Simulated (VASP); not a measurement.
Set up this calculation in VASP 6.6.1, as the native input.

```yaml
Task: single point
Functional: PBE
Potentials_or_basis: VASP PAW PBE potentials, release 64 (Sn_d, O)
Cutoff: 520 eV
k_mesh: 6 × 6 × 8
Occupations: gaussian, width 0.02 eV
Spin: no spin polarisation
Dipole_correction: no
Further_INCAR_settings: ALGO = Normal; EDIFF = 1e-06; NBANDS = 35
```

The structure of SnO2 (Cassiterite) lies in POSCAR:

```
SnO2
1.0
    4.5824009216      0.0000000000      0.0000000000
    0.0000000000      4.5824009216      0.0000000000
    0.0000000000      0.0000000000      3.1623703036
Sn O
2 4
Direct
    0.0000000000      0.0000000000      0.0000000000
    0.5000000000      0.5000000000      0.5000000000
    0.3052573177      0.3052573177      0.0000000000
    0.1947426823      0.8052573177      0.5000000000
    0.6947426823      0.6947426823      0.0000000000
    0.8052573177      0.1947426823      0.5000000000
```

This cell differs from its parent crystal: volume scaled by 0.88, then relaxed in part.

These files were run (other wordings do the same):

INCAR

```
ALGO = Normal
EDIFF = 1E-6
ENCUT = 520
GGA = PE
ISIF = 2
ISMEAR = 0
LASPH = T
LCHARG = F
LREAL = F
LWAVE = F
NBANDS = 35
NELM = 80
PREC = Accurate
SIGMA = 0.02
```

KPOINTS

```
k-points
0
Gamma
  6 6 8
```

Potentials or basis: VASP PAW PBE potentials, release 64 (Sn_d, O).

Command:

```sh
$ cat potpaw_PBE.64/Sn_d/POTCAR potpaw_PBE.64/O/POTCAR > POTCAR
$ mpirun -np 1 vasp_std > vasp.out
```

Results of the run:

| Item | Value |
| --- | --- |
| Pressure | 30.8 GPa |
| Largest force | 0.015 eV/Å |
| Band gap on the k mesh | 2.08 eV, direct |

Caveat: spin-orbit coupling is left out, which moves the levels of the heavy elements.

Run time: 37 s on 1 thread of Intel(R) Xeon(R) 6975P-C (Granite Rapids), with other jobs on the host, peak memory 0.23 GiB.
